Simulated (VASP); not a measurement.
# MgS (P6_3mc) in VASP: a series of runs

MgS is run at these levels: LDA; tasks: single point, relaxation of cell and atoms.

Everything below comes from runs of VASP 6.6.1. Logs are shortened: lines on timing, memory, paths and dates and some standing lists are left out, and cuts for length are marked.

### Step 1. The cell of the first run

The structure is hexagonal, space group P6_3mc (No. 186). The conventional cell has a = 3.985 Å, b = 3.985 Å, c = 6.357 Å, α = 90.00°, β = 90.00°, γ = 120.00°. Mg (site symmetry 3m) has 4 S at 2.42 to 2.43 Å within 3.2 Å. S (site symmetry 3m) has 4 Mg at 2.42 to 2.43 Å within 3.2 Å.

### Step 2. Single point, LDA

The input, INCAR:

```
SYSTEM = MgS
PREC = Accurate
ENCUT = 520
EDIFF = 1E-7
ISMEAR = 0
SIGMA = 0.01
LREAL = .FALSE.
LASPH = .TRUE.
NELM = 100
ALGO = Normal
ISIF = 2
LWAVE = .FALSE.
LCHARG = .TRUE.
GGA = CA
LELF = .TRUE.
LVHAR = .TRUE.
NBANDS = 16
```

The input, KPOINTS:

```
Automatic mesh
0
G
  6 6 4
  0 0 0
```

The input, POSCAR:

```
MgS
1.0
    3.9851292868     -0.0000000029      0.0000000000
   -1.9925646409      3.4512232012      0.0000000000
    0.0000000000      0.0000000000      6.3573221188
Mg S
2 2
Direct
    0.6666666667      0.3333333333      0.4965389993
    0.3333333333      0.6666666667      0.9965389993
    0.3333333333      0.6666666667      0.3784600007
    0.6666666667      0.3333333333      0.8784600007
```

Potentials or basis: VASP PAW LDA potentials, release 64 (Mg, S).

Started as:

```console
$ cat potpaw_LDA.64/Mg/POTCAR potpaw_LDA.64/S/POTCAR > POTCAR
$ mpirun -np 1 vasp_std > vasp.out
```

OUTCAR:

```text
SYSTEM = MgS
   PREC = Accurate
   ENCUT = 520
   EDIFF = 1E-7
   ISMEAR = 0
   LREAL = .FALSE.
   LASPH = .TRUE.
   NELM = 100
   ISIF = 2
   GGA = CA

 ion  position               nearest neighbor table
   1  0.667  0.333  0.497-   3 2.42   3 2.42   3 2.42   4 2.43
   2  0.333  0.667  0.997-   4 2.42   4 2.42   4 2.42   3 2.43
   3  0.333  0.667  0.378-   1 2.42   1 2.42   1 2.42   2 2.43
   4  0.667  0.333  0.878-   2 2.42   2 2.42   2 2.42   1 2.43

  LATTYP: Found a hexagonal cell.
 ALAT       =     3.9851292868
 C/A-ratio  =     1.5952611976

  Lattice vectors:

 A1 = (   3.9851292868,  -0.0000000029,   0.0000000000)
 A2 = (  -1.9925646409,   3.4512232012,   0.0000000000)
 A3 = (   0.0000000000,   0.0000000000,   6.3573221188)

Analysis of symmetry for initial positions (statically):
=====================================================================
 Subroutine PRICEL returns:
 Original cell was already a primitive cell.

 Routine SETGRP: Setting up the symmetry group for a
 hexagonal supercell.

 Subroutine GETGRP returns: Found 12 space group operations
 (whereof  6 operations were pure point group operations)
 out of a pool of 24 trial point group operations.

The static configuration has the point symmetry C_3v.
 The point group associated with its full space group is C_6v.

Analysis of symmetry for dynamics (positions and initial velocities):
=====================================================================
 Subroutine PRICEL returns:
 Original cell was already a primitive cell.

 Routine SETGRP: Setting up the symmetry group for a
 hexagonal supercell.

 Subroutine GETGRP returns: Found 12 space group operations
 (whereof  6 operations were pure point group operations)
 out of a pool of 24 trial point group operations.

The dynamic configuration has the point symmetry C_3v.
 The point group associated with its full space group is C_6v.

 Subroutine INISYM returns: Found 12 space group operations
 (whereof  6 operations are pure point group operations),
 and found     1 'primitive' translations

----------------------------------------------------------------------------------------

                                     Primitive cell

  volume of cell :      87.4359

  direct lattice vectors                    reciprocal lattice vectors
     3.985129287 -0.000000003  0.000000000     0.250932888  0.144876170  0.000000000
    -1.992564641  3.451223201  0.000000000     0.000000000  0.289752341  0.000000000
     0.000000000  0.000000000  6.357322119     0.000000000  0.000000000  0.157298935

  length of vectors
     3.985129287  3.985129287  6.357322119     0.289752341  0.289752341  0.157298935

  position of ions in fractional coordinates (direct lattice)
     0.666666667  0.333333333  0.496538999
     0.333333333  0.666666667  0.996538999
     0.333333333  0.666666667  0.378460001
     0.666666667  0.333333333  0.878460001

  ion indices of the primitive-cell ions
   primitive index   ion index
                 1           1
                 2           2
                 3           3
                 4           4

----------------------------------------------------------------------------------------

 KPOINTS: Automatic mesh

Automatic generation of k-mesh.
 Grid dimensions read from file:
 generate k-points for:    6    6    4

 Generating k-lattice:

  Cartesian coordinates                     Fractional coordinates (reciprocal lattice)
     0.041822148  0.024146028  0.000000000     0.166666667  0.000000000  0.000000000
     0.000000000  0.048292057  0.000000000     0.000000000  0.166666667  0.000000000
     0.000000000  0.000000000  0.039324734     0.000000000  0.000000000  0.250000000

  Length of vectors
     0.048292057  0.048292057  0.039324734

  Shift w.r.t. Gamma in fractional coordinates (k-lattice)
     0.000000000  0.000000000  0.000000000

 Subroutine IBZKPT returns following result:
 ===========================================

 Found     21 irreducible k-points:

 Following reciprocal coordinates:
            Coordinates               Weight
  0.000000  0.000000  0.000000      1.000000
  0.166667  0.000000  0.000000      6.000000
  0.333333 -0.000000  0.000000      6.000000
  0.500000  0.000000  0.000000      3.000000
  0.166667  0.166667  0.000000      6.000000
  0.333333  0.166667  0.000000     12.000000
[... 13 lines left out ...]
  0.333333  0.166667  0.500000     12.000000
  0.333333  0.333333  0.500000      2.000000
   k-points           NKPTS =     21   k-points in BZ     NKDIM =     21   number of bands    NBANDS=     16
   number of dos      NEDOS =    301   number of ions     NIONS =      4
   total plane-waves  NPLWV =  43200
   dimension x,y,z NGX =    30 NGY =   30 NGZ =   48
   dimension x,y,z NGXF=    60 NGYF=   60 NGZF=   96
   ions per type =               2   2
   NGX,Y,Z   is equivalent  to a cutoff of  12.51, 12.51, 12.55 a.u.
   NGXF,Y,Z  is equivalent  to a cutoff of  25.03, 25.03, 25.10 a.u.
 SYSTEM =  MgS
   PREC   = accura    normal or accurate (medium, high low for compatibility)
   ISTART =      0    job   : 0-new  1-cont  2-samecut
   ICHARG =      2    charge: 1-file 2-atom 10-const
   ISPIN  =      1    spin polarized calculation?
   LNONCOLLINEAR =      F non collinear calculations
   LSORBIT =      F    spin-orbit coupling
   LASPH  =      T    aspherical Exc in radial PAW
   ENCUT  =  520.0 eV  38.22 Ry    6.18 a.u.   7.41  7.41 11.82*2*pi/ulx,y,z
   NELM   =    100;   NELMIN=  2; NELMDL= -5     # of ELM steps
   EDIFF  = 0.1E-06   stopping-criterion for ELM
   LREAL  =      F    real-space projection
   EDIFFG = 0.1E-05   stopping-criterion for IOM
   NSW    =      0    number of steps for IOM
   IBRION =     -1    ionic relax: 0-MD 1-quasi-New 2-CG
   NFREE  =      0    steps in history (QN), initial steepest desc. (CG)
   ISIF   =      2    stress and relaxation
   ISYM   =      2    0-nonsym 1-usesym 2-fastsym
   POTIM  = 0.5000    time-step for ionic-motion
   TEBEG  =    0.0;   TEEND  =   0.0 temperature during run
   PSTRESS=    0.0 pullay stress
   NELECT =      16.0000    total number of electrons
   NUPDOWN=      -1.0000    fix difference up-down
   EMIN   =  10.00;   EMAX   =-10.00  energy-range for DOS
   EFERMI =   0.00;   METHOD = LEGACY
   ISMEAR =     0;   SIGMA  =   0.01  broadening in eV -4-tet -1-fermi 0-gaus
   EFERMI_NEDOS =   21; number of points for ismear=-14 and -15
   IALGO  =     38    algorithm
   IMIX   =      4    mixing-type and parameters
     AMIX     =   0.40;   BMIX     =  1.00
     AMIX_MAG =   1.60;   BMIX_MAG =  1.00
  volume/ion in A,a.u.               =      21.86       147.51
  Fermi-wavevector in a.u.,A,eV,Ry     =   0.929433  1.756374 11.753344  0.863846
  Thomas-Fermi vector in A             =   2.055716
   LORBIT       =      0    0 simple, 1 ext, 2 COOP (PROOUT), +10 PAW based schemes
   GGA     = CA    functional components
   LHFCALC =     F    Hartree Fock is set to
   AEXX    =    0.0000 exact exchange contribution
   IVDW    =     0    specifies the selected vdW correction
   LEPSILON=     F    determine dielectric tensor
   LRPA    =     F    only Hartree local field effects (RPA)
 non-spin polarized calculation
 Gauss-broadening in eV      SIGMA  =   0.01
  energy-cutoff  :      520.00
  volume of cell :       87.44
 maximum number of plane-waves:      2388
 NGX is ok and might be reduce to    30
   NGX = 15   NGY = 15   NGZ = 23

 number of electron      16.0000002 magnetization

 Free energy of the ion-electron system (eV)
  ---------------------------------------------------
  ext. energy  EPLUGINS =         0.00000000
  ---------------------------------------------------
  free energy    TOTEN  =       -18.82242369 eV

  energy without entropy =      -18.82242369  energy(sigma->0) =      -18.82242369

 E-fermi :   1.3610     XC(G=0):  -8.8963

 val. band max:        1.2530838841   @ k =   0.0000   0.0000   0.0000
 cond. band min:       4.6103718117   @ k =   0.0000   0.0000   0.0000
 fundamental gap:      3.3572879276
 Fermi energy:         1.3609972529

 k-point     1 :       0.0000    0.0000    0.0000
  band No.  band energies     occupation
      1     -10.2433      2.00000
      2      -9.4317      2.00000
      3      -2.1769      2.00000
      4       0.6645      2.00000
      5       0.6645      2.00000
      6       1.1076      2.00000
[... 8 lines left out ...]
     15       9.6976      0.00000
     16      10.3498      0.00000

 k-point     2 :       0.1667    0.0000    0.0000
  band No.  band energies     occupation
      1     -10.0974      2.00000
      2      -9.3611      2.00000
      3      -1.9520      2.00000
      4      -0.1571      2.00000
      5       0.2702      2.00000
      6       0.4423      2.00000
[... 8 lines left out ...]
     15       9.8513      0.00000
     16       9.8744      0.00000

 k-point     3 :       0.3333   -0.0000    0.0000
  band No.  band energies     occupation
      1      -9.7473      2.00000
      2      -9.2427      2.00000
      3      -1.4985      2.00000
      4      -1.2498      2.00000
      5      -0.8392      2.00000
      6       0.0942      2.00000
[... 8 lines left out ...]
     15       9.8717      0.00000
     16      11.3369      0.00000

 k-point     4 :       0.5000    0.0000    0.0000
  band No.  band energies     occupation
      1      -9.5022      2.00000
      2      -9.2325      2.00000
      3      -1.9411      2.00000
      4      -1.3255      2.00000
      5      -0.7550      2.00000
      6      -0.0530      2.00000
[... 8 lines left out ...]
     15      10.2714      0.00000
     16      12.2838      0.00000

 k-point     5 :       0.1667    0.1667    0.0000
  band No.  band energies     occupation
      1      -9.8466      2.00000
      2      -9.2660      2.00000
      3      -1.5446      2.00000
      4      -0.8003      2.00000
      5      -0.7964      2.00000
      6       0.1402      2.00000
[... 8 lines left out ...]
     15      10.1905      0.00000
     16      10.4517      0.00000

 k-point     6 :       0.3333    0.1667    0.0000
  band No.  band energies     occupation
      1      -9.5149      2.00000
      2      -9.2227      2.00000
      3      -1.6538      2.00000
      4      -1.1997      2.00000
      5      -0.7921      2.00000
      6      -0.4503      2.00000
[... 8 lines left out ...]
     15      10.0555      0.00000
     16      11.6136      0.00000
[... 210 lines left out ...]
 k-point    18 :       0.5000    0.0000    0.5000
  band No.  band energies     occupation
      1      -9.3638      2.00000
      2      -9.3638      2.00000
      3      -2.0460      2.00000
      4      -2.0460      2.00000
      5       0.3196      2.00000
      6       0.3196      2.00000
[... 8 lines left out ...]
     15      10.6822      0.00000
     16      10.6822      0.00000

 k-point    19 :       0.1667    0.1667    0.5000
  band No.  band energies     occupation
      1      -9.5712      2.00000
      2      -9.5712      2.00000
      3      -1.3527      2.00000
      4      -1.3527      2.00000
      5       0.1573      2.00000
      6       0.1573      2.00000
[... 8 lines left out ...]
     15      10.1017      0.00000
     16      10.1017      0.00000

 k-point    20 :       0.3333    0.1667    0.5000
  band No.  band energies     occupation
      1      -9.3664      2.00000
      2      -9.3664      2.00000
      3      -1.8311      2.00000
      4      -1.8311      2.00000
      5      -0.2816      2.00000
      6      -0.2816      2.00000
[... 8 lines left out ...]
     15      10.6092      0.00000
     16      10.6092      0.00000

 k-point    21 :       0.3333    0.3333    0.5000
  band No.  band energies     occupation
      1      -9.2956      2.00000
      2      -9.2956      2.00000
      3      -1.7056      2.00000
      4      -1.7056      2.00000
      5      -0.8856      2.00000
      6      -0.8856      2.00000
[... 8 lines left out ...]
     15      10.4588      0.00000
     16      10.4588      0.00000

------------------------ aborting loop because EDIFF is reached ----------------------------------------

  FORCE on cell =-STRESS in cart. coord.  units (eV):
  Direction    XX          YY          ZZ          XY          YZ          ZX
  --------------------------------------------------------------------------------------
  -------------------------------------------------------------------------------------
  Total       -0.1706462     -0.1706462     -0.1496437      0.0000000     -0.0000000      0.0000000
  in kB       -3.1269257     -3.1269257     -2.7420744      0.0000000     -0.0000000      0.0000000
  external PRESSURE =      -2.9986419 kB  Pullay stress =       0.0000000 kB

 VOLUME and BASIS-vectors are now :
 -----------------------------------------------------------------------------
  energy-cutoff  :      520.00
  volume of cell :       87.44
      direct lattice vectors                 reciprocal lattice vectors
     3.985129287 -0.000000003  0.000000000     0.250932888  0.144876170  0.000000000
    -1.992564641  3.451223201  0.000000000     0.000000000  0.289752341  0.000000000
     0.000000000  0.000000000  6.357322119     0.000000000  0.000000000  0.157298935

 POSITION                                       TOTAL-FORCE (eV/Angst)
 -----------------------------------------------------------------------------------
      1.99256      1.15041      3.15666        -0.000000      0.000000      0.001688
      0.00000      2.30082      6.33532         0.000000     -0.000000      0.001688
      0.00000      2.30082      2.40599        -0.000000      0.000000     -0.001688
      1.99256      1.15041      5.58465        -0.000000     -0.000000     -0.001688
 -----------------------------------------------------------------------------------
    total drift:                               -0.000000      0.000000      0.000279

  FREE ENERGIE OF THE ION-ELECTRON SYSTEM (eV)
  ---------------------------------------------------
  free  energy   TOTEN  =       -18.8224236925 eV

  energy  without entropy=      -18.8224236925  energy(sigma->0) =      -18.82242369
```

Wall time 26 s (1 thread of Intel Xeon 6975P-C, shared host); peak memory 0.18 GiB.

What came out:

- Free energy: -18.8224 eV
- Pressure: -0.3 GPa
- Band gap on the k mesh: 3.36 eV, direct

As with any semilocal functional, this LDA gap is likely too small.

[end of part 1 of 3]
